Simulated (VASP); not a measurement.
Wanted: the native input for a VASP 6.6.1 run.

```yaml
Task: single point
Functional: PBE
Potentials_or_basis: VASP PAW PBE potentials, release 64 (Tl_d)
Cutoff: 520 eV
k_mesh: 14 × 14 × 13
Occupations: fermi-dirac, width 0.1 eV
Spin: no spin polarisation
Dipole_correction: no
Further_INCAR_settings: ALGO = Normal; EDIFF = 1e-07; NBANDS = 12
```

The structure of Tl lies in POSCAR:

```
Tl
1.0
    3.0197080650      0.0000000000      0.0000000000
   -1.5098540325      2.6151438963      0.0000000000
    0.0000000000      0.0000000000      2.8430784082
Tl
1
Direct
    0.0000000000      0.0000000000      0.0000000000
```

This cell differs from its parent crystal: volume scaled by 0.68.

These files were run (other wordings do the same):

INCAR

```
SYSTEM = Tl
ALGO = Normal ; EDIFF = 1E-7
ENCUT = 520 ; GGA = PE
ISIF = 2 ; ISMEAR = -1
LASPH = .TRUE. ; LCHARG = .FALSE.
LREAL = .FALSE. ; LWAVE = .FALSE.
NBANDS = 12 ; NELM = 100
PREC = Accurate ; SIGMA = 0.1
```

KPOINTS

```
k-points
0
G
  14 14 13
  0 0 0
```

Potentials or basis: VASP PAW PBE potentials, release 64 (Tl_d).

Command:

```sh
$ cat potpaw_PBE.64/Tl_d/POTCAR > POTCAR
$ mpirun -np 1 vasp_std > vasp.out
```

It gave:

```yaml
Pressure: 25.3 GPa
```

Run time: 37 s on 1 thread of AMD EPYC 7R43 64-Core Processor (Zen 3) (shared host), peak memory 0.13 GiB.
